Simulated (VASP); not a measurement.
A run of VASP 6.6.1 is set up as follows.

File INCAR:

```
  PREC = Accurate
  ENCUT = 520
  EDIFF = 1E-6
  ISMEAR = 0
  SIGMA = 0.02
  LREAL = F
  LASPH = T
  NELM = 80
  ALGO = Normal
  ISIF = 2
  LWAVE = F
  LCHARG = F
  GGA = PS
  NBANDS = 20
```

KPOINTS

```
Automatic mesh
0
Gamma
  12 12 2
```

The input POSCAR:

```
WSe2
1.0
    3.2702526708      0.0000000000      0.0000000000
   -1.6351263354      2.8321218897      0.0000000000
    0.0000000000      0.0000000000     17.3276655574
W Se
1 2
Direct
    0.0000000000      0.0000000000      0.0000000000
    0.3333333333      0.6666666667      0.0965338728
    0.3333333333      0.6666666667      0.9034661272
```

Potentials or basis: VASP PAW PBE potentials, release 64 (W_sv, Se).

Command:

```console
$ cat potpaw_PBE.64/W_sv/POTCAR potpaw_PBE.64/Se/POTCAR > POTCAR
$ mpirun -np 1 vasp_std > vasp.out
```

Estimate the band gap on the k mesh.

1.69 eV.

Predict the largest force.

0.062 eV/Å.

Forces on the atoms (eV/Å):
```
W    0.000  0.000  0.000
Se   0.000  0.000  0.062
Se   0.000  0.000 -0.062
```

Caveat: the cell differs from its parent crystal (strain along c alone, the other axes held: +4.0 %, then relaxed in part); the PAW data sets were made with another functional, which shifts forces and pressure a little; spin-orbit coupling is left out, which moves the levels of the heavy elements.
